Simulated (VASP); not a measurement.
# MnF2 (P4_2/mnm) in VASP: single point with PBE+U

Aim: the single point of MnF2 with PBE+U.

Everything below comes from runs of VASP 6.6.1. Logs are shortened: lines on timing, memory, paths and dates and some standing lists are left out, and cuts for length are marked.

### Step 1. The cell of the first run

Symmetry: P4_2/mnm, No. 136, tetragonal system. Conventional cell: a = 4.269 Å, b = 4.269 Å, c = 2.820 Å, α = 90.00°, β = 90.00°, γ = 90.00°. Mn (site symmetry mmm) has 6 F at 1.83 to 1.85 Å within 2.4 Å. F (site symmetry m2m) has 3 Mn at 1.83 to 1.85 Å and 1 F at 2.34 Å within 2.4 Å.

### Step 2. Single point, PBE+U, collinear spin, ferromagnetic start

Contents of INCAR:

```
  PREC = Accurate
  ENCUT = 520
  EDIFF = 1E-7
  ISMEAR = 0
  SIGMA = 0.1
  LREAL = F
  LASPH = T
  NELM = 150
  ALGO = Normal
  ISIF = 2
  LWAVE = F
  LCHARG = F
  ISPIN = 2
  MAGMOM = 4 4 0 0 0 0
  LORBIT = 11
  LMAXMIX = 4
  LDAU = T
  LDAUTYPE = 2
  LDAUL = 2 -1
  LDAUU = 3.9 0
  LDAUJ = 0 0
  LDAUPRINT = 1
  GGA = PE
  NBANDS = 40
```

Contents of KPOINTS:

```
Automatic mesh
0
Gamma
  4 4 6
```

Contents of POSCAR:

```
MnF2
1.0
    4.2693009852      0.0000000000      0.0000000000
    0.0000000000      4.2693009852      0.0000000000
    0.0000000000      0.0000000000      2.8202113594
Mn F
2 4
Direct
    0.0000000000      0.0000000000      0.0000000000
    0.5000000000      0.5000000000      0.5000000000
    0.3060903849      0.3060903849      0.0000000000
    0.1939096151      0.8060903849      0.5000000000
    0.6939096151      0.6939096151      0.0000000000
    0.8060903849      0.1939096151      0.5000000000
```

Potentials or basis: VASP PAW PBE potentials, release 64 (Mn_pv, F).

The run is started by

```sh
$ cat potpaw_PBE.64/Mn_pv/POTCAR potpaw_PBE.64/F/POTCAR > POTCAR
$ mpirun -np 1 vasp_std > vasp.out
```

OUTCAR:

```text
PREC = Accurate
   ENCUT = 520
   EDIFF = 1E-7
   ISMEAR = 0
   LREAL = F
   LASPH = T
   NELM = 150
   ISIF = 2
   ISPIN = 2
   LORBIT = 11
   GGA = PE

 ion  position               nearest neighbor table
   1  0.000  0.000  0.000-   4 1.83   6 1.83   4 1.83   6 1.83   5 1.85   3 1.85
   2  0.500  0.500  0.500-   3 1.83   5 1.83   3 1.83   5 1.83   4 1.85   6 1.85
   3  0.306  0.306  0.000-   2 1.83   2 1.83   1 1.85
   4  0.194  0.806  0.500-   1 1.83   1 1.83   2 1.85
   5  0.694  0.694  0.000-   2 1.83   2 1.83   1 1.85
   6  0.806  0.194  0.500-   1 1.83   1 1.83   2 1.85

  LATTYP: Found a simple tetragonal cell.
 ALAT       =     4.2693009852
 C/A-ratio  =     0.6605791836

  Lattice vectors:

 A1 = (   4.2693009852,   0.0000000000,   0.0000000000)
 A2 = (   0.0000000000,   4.2693009852,   0.0000000000)
 A3 = (   0.0000000000,   0.0000000000,   2.8202113594)

Analysis of symmetry for initial positions (statically):
=====================================================================
 Subroutine PRICEL returns:
 Original cell was already a primitive cell.

 Routine SETGRP: Setting up the symmetry group for a
 simple tetragonal supercell.

 Subroutine GETGRP returns: Found 16 space group operations
 (whereof  8 operations were pure point group operations)
 out of a pool of 16 trial point group operations.

The static configuration has the point symmetry D_2h.
 The point group associated with its full space group is D_4h.

Analysis of symmetry for dynamics (positions and initial velocities):
=====================================================================
 Subroutine PRICEL returns:
 Original cell was already a primitive cell.

 Routine SETGRP: Setting up the symmetry group for a
 simple tetragonal supercell.

 Subroutine GETGRP returns: Found 16 space group operations
 (whereof  8 operations were pure point group operations)
 out of a pool of 16 trial point group operations.

The dynamic configuration has the point symmetry D_2h.
 The point group associated with its full space group is D_4h.

Analysis of structural, dynamic, and magnetic symmetry:
=====================================================================
 Subroutine PRICEL returns:
 Original cell was already a primitive cell.

 Routine SETGRP: Setting up the symmetry group for a
 simple tetragonal supercell.

 Subroutine GETGRP returns: Found 16 space group operations
 (whereof  8 operations were pure point group operations)
 out of a pool of 16 trial point group operations.

The overall configuration has the point symmetry D_2h.
 The point group associated with its full space group is D_4h.

 Subroutine INISYM returns: Found 16 space group operations
 (whereof  8 operations are pure point group operations),
 and found     1 'primitive' translations

----------------------------------------------------------------------------------------

                                     Primitive cell

  volume of cell :      51.4038

  direct lattice vectors                    reciprocal lattice vectors
     4.269300985  0.000000000  0.000000000     0.234230382  0.000000000  0.000000000
     0.000000000  4.269300985  0.000000000     0.000000000  0.234230382  0.000000000
     0.000000000  0.000000000  2.820211359     0.000000000  0.000000000  0.354583353
[... 162 lines left out ...]
  o =  0.1498  v =  0.0000  0.0000  0.0000  0.0000  0.0000  0.0000  0.7071  0.0000 -0.7071 -0.0000      0.0000  0.0000  0.0000  0.0000  0.0000  0.0000  0.0000  0.0000  0.0000  0.0000
  o =  0.9530  v = -0.6014 -0.0000 -0.7990  0.0000 -0.0000  0.0000  0.0000  0.0000  0.0000  0.0000      0.0000  0.0000  0.0000  0.0000  0.0000  0.0000  0.0000  0.0000  0.0000  0.0000
  o =  0.9556  v = -0.0000  0.0000 -0.0000  0.0000  1.0000  0.0000  0.0000  0.0000  0.0000  0.0000      0.0000  0.0000  0.0000  0.0000  0.0000  0.0000  0.0000  0.0000  0.0000  0.0000
  o =  0.9587  v =  0.0000 -0.7071  0.0000 -0.7071  0.0000  0.0000  0.0000  0.0000  0.0000  0.0000      0.0000  0.0000  0.0000  0.0000  0.0000  0.0000  0.0000  0.0000  0.0000  0.0000
  o =  1.0454  v =  0.0000  0.7071  0.0000 -0.7071 -0.0000  0.0000  0.0000  0.0000  0.0000  0.0000      0.0000  0.0000  0.0000  0.0000  0.0000  0.0000  0.0000  0.0000  0.0000  0.0000
  o =  1.0465  v = -0.7990 -0.0000  0.6014  0.0000 -0.0000  0.0000  0.0000  0.0000  0.0000  0.0000      0.0000  0.0000  0.0000  0.0000  0.0000  0.0000  0.0000  0.0000  0.0000  0.0000

atom =   2  type =  1  l = 2

 onsite density matrix

spin component  1

  1.0127  0.0000  0.0450  0.0000  0.0000
  0.0000  1.0020  0.0000  0.0434  0.0000
  0.0450  0.0000  0.9868  0.0000  0.0000
  0.0000  0.0434  0.0000  1.0020  0.0000
  0.0000  0.0000  0.0000  0.0000  0.9556

spin component  2

  0.1040  0.0000  0.0535  0.0000  0.0000
  0.0000  0.0930  0.0000  0.0568  0.0000
  0.0535  0.0000  0.0733  0.0000 -0.0000
  0.0000  0.0568  0.0000  0.0930  0.0000
  0.0000  0.0000 -0.0000  0.0000  0.0320

 occupancies and eigenvectors

  o =  0.0320  v =  0.0000  0.0000  0.0000  0.0000  0.0000  0.0000  0.0000 -0.0000  0.0000 -1.0000      0.0000  0.0000  0.0000  0.0000  0.0000  0.0000  0.0000  0.0000  0.0000  0.0000
  o =  0.0331  v =  0.0000  0.0000  0.0000  0.0000  0.0000 -0.6018  0.0000  0.7986  0.0000 -0.0000      0.0000  0.0000  0.0000  0.0000  0.0000  0.0000  0.0000  0.0000  0.0000  0.0000
  o =  0.0361  v =  0.0000  0.0000  0.0000  0.0000  0.0000  0.0000 -0.7071  0.0000  0.7071 -0.0000      0.0000  0.0000  0.0000  0.0000  0.0000  0.0000  0.0000  0.0000  0.0000  0.0000
  o =  0.1443  v =  0.0000  0.0000  0.0000  0.0000  0.0000 -0.7986 -0.0000 -0.6018  0.0000  0.0000      0.0000  0.0000  0.0000  0.0000  0.0000  0.0000  0.0000  0.0000  0.0000  0.0000
  o =  0.1498  v =  0.0000  0.0000  0.0000  0.0000  0.0000  0.0000 -0.7071  0.0000 -0.7071 -0.0000      0.0000  0.0000  0.0000  0.0000  0.0000  0.0000  0.0000  0.0000  0.0000  0.0000
  o =  0.9530  v = -0.6014  0.0000  0.7990  0.0000  0.0000  0.0000  0.0000  0.0000  0.0000  0.0000      0.0000  0.0000  0.0000  0.0000  0.0000  0.0000  0.0000  0.0000  0.0000  0.0000
  o =  0.9556  v =  0.0000 -0.0000 -0.0000  0.0000  1.0000  0.0000  0.0000  0.0000  0.0000  0.0000      0.0000  0.0000  0.0000  0.0000  0.0000  0.0000  0.0000  0.0000  0.0000  0.0000
  o =  0.9587  v =  0.0000  0.7071  0.0000 -0.7071  0.0000  0.0000  0.0000  0.0000  0.0000  0.0000      0.0000  0.0000  0.0000  0.0000  0.0000  0.0000  0.0000  0.0000  0.0000  0.0000
  o =  1.0454  v =  0.0000 -0.7071  0.0000 -0.7071 -0.0000  0.0000  0.0000  0.0000  0.0000  0.0000      0.0000  0.0000  0.0000  0.0000  0.0000  0.0000  0.0000  0.0000  0.0000  0.0000
  o =  1.0465  v = -0.7990  0.0000 -0.6014  0.0000 -0.0000  0.0000  0.0000  0.0000  0.0000  0.0000      0.0000  0.0000  0.0000  0.0000  0.0000  0.0000  0.0000  0.0000  0.0000  0.0000

 number of electron      54.0000098 magnetization      10.0000034

 Free energy of the ion-electron system (eV)
  ---------------------------------------------------
  ext. energy  EPLUGINS =         0.00000000
  ---------------------------------------------------
  free energy    TOTEN  =       -29.95328482 eV

  energy without entropy =      -29.95328482  energy(sigma->0) =      -29.95328482

 E-fermi :   9.8462     XC(G=0): -12.0692

 val. band max:        9.2822137147   @ k =   0.0000   0.0000   0.0000
 cond. band min:      11.1517819484   @ k =   0.0000   0.0000   0.0000
 fundamental gap:      1.8695682337
 Fermi energy:         9.8461865177

 spin component 1

 k-point     1 :       0.0000    0.0000    0.0000
  band No.  band energies     occupation
      1     -41.2092      1.00000
      2     -41.2092      1.00000
      3     -41.1279      1.00000
      4     -41.1279      1.00000
      5     -41.1117      1.00000
      6     -41.0958      1.00000
[... 997 lines left out ...]
     38      19.2593      0.00000
     39      20.8129      0.00000
 Fermi energy:         9.8461865177

 spin component 2

 k-point     1 :       0.0000    0.0000    0.0000
  band No.  band energies     occupation
      1     -36.3235      1.00000
      2     -36.3235      1.00000
      3     -36.1982      1.00000
      4     -36.1982      1.00000
      5     -36.1717      1.00000
      6     -36.1494      1.00000
[... 997 lines left out ...]
     38      20.4859      0.00000
     39      22.5610      0.00000
 [bands above 39 left out]

------------------------ aborting loop because EDIFF is reached ----------------------------------------

  FORCE on cell =-STRESS in cart. coord.  units (eV):
  Direction    XX          YY          ZZ          XY          YZ          ZX
  --------------------------------------------------------------------------------------
  -------------------------------------------------------------------------------------
  Total       35.5678975     35.5678975     47.3605890      0.0000000      0.0000000      0.0000000
  in kB     1108.5966759   1108.5966759   1476.1567365      0.0000000      0.0000000      0.0000000
  external PRESSURE =    1231.1166961 kB  Pullay stress =       0.0000000 kB

 VOLUME and BASIS-vectors are now :
 -----------------------------------------------------------------------------
  energy-cutoff  :      520.00
  volume of cell :       51.40
      direct lattice vectors                 reciprocal lattice vectors
     4.269300985  0.000000000  0.000000000     0.234230382  0.000000000  0.000000000
     0.000000000  4.269300985  0.000000000     0.000000000  0.234230382  0.000000000
     0.000000000  0.000000000  2.820211359     0.000000000  0.000000000  0.354583353

 POSITION                                       TOTAL-FORCE (eV/Angst)
 -----------------------------------------------------------------------------------
      0.00000      0.00000      0.00000         0.000000     -0.000000      0.000000
      2.13465      2.13465      1.41011         0.000000     -0.000000      0.000000
      1.30679      1.30679      0.00000        -1.317768     -1.317768     -0.000000
      0.82786      3.44144      1.41011         1.317768     -1.317768     -0.000000
      2.96251      2.96251      0.00000         1.317768      1.317768      0.000000
      3.44144      0.82786      1.41011        -1.317768      1.317768      0.000000
 -----------------------------------------------------------------------------------
    total drift:                                0.000000     -0.000000     -0.000000

  FREE ENERGIE OF THE ION-ELECTRON SYSTEM (eV)
  ---------------------------------------------------
  free  energy   TOTEN  =       -29.9532848167 eV

  energy  without entropy=      -29.9532848167  energy(sigma->0) =      -29.95328482

 total charge

# of ion       s       p       d       tot
------------------------------------------
    1        0.294   6.380   5.317  11.991
    2        0.294   6.380   5.317  11.991
    3        1.751   4.513   0.000   6.264
    4        1.751   4.513   0.000   6.264
    5        1.751   4.513   0.000   6.264
    6        1.751   4.513   0.000   6.264
--------------------------------------------------
tot          7.591  30.812  10.634  49.037

 magnetization (x)

# of ion       s       p       d       tot
------------------------------------------
    1        0.024   0.038   4.553   4.615
    2        0.024   0.038   4.553   4.615
    3        0.013   0.102   0.000   0.115
    4        0.013   0.102   0.000   0.115
    5        0.013   0.102   0.000   0.115
    6        0.013   0.102   0.000   0.115
--------------------------------------------------
tot          0.101   0.484   9.107   9.692
```

Wall time 36 s (1 thread of Intel Xeon 6975P-C (Granite Rapids), shared host); peak memory 0.22 GiB.

What came out:

| Property | Result |
| --- | --- |
| Free energy | -29.9533 eV |
| Pressure | 123.1 GPa |
| Largest force | 1.864 eV/Å |
| Band gap on the k mesh | 1.87 eV, direct |
| Net moment | 10.00 μB per cell |
| Site moments | Mn +4.62; F +0.12 μB |
| Valence electrons inside the program's atomic spheres | Mn 11.99; F 6.26 |

Forces on the atoms (eV/Å):
```
Mn   0.000  0.000  0.000
Mn   0.000  0.000  0.000
F   -1.318 -1.318  0.000
F    1.318 -1.318  0.000
F    1.318  1.318  0.000
F   -1.318  1.318  0.000
```

Stress tensor (GPa, compression positive):
```
110.86   0.00   0.00
  0.00 110.86   0.00
  0.00   0.00 147.62
```

Eigenvalues of the final occupation matrices:
| site | spin | trace | eigenvalues |
| --- | --- | --- | --- |
| site 1 d | 1 | 4.96 | 0.95 0.96 0.96 1.05 1.05 |
| site 1 d | 2 | 0.40 | 0.03 0.03 0.04 0.14 0.15 |
| site 2 d | 1 | 4.96 | 0.95 0.96 0.96 1.05 1.05 |
| site 2 d | 2 | 0.40 | 0.03 0.03 0.04 0.14 0.15 |

Caveat: only a ferromagnetic start was run, and an antiferromagnetic order may lie lower in energy; forces of over 1 eV/Å act on the atoms, so gaps and moduli don't describe the material at rest.
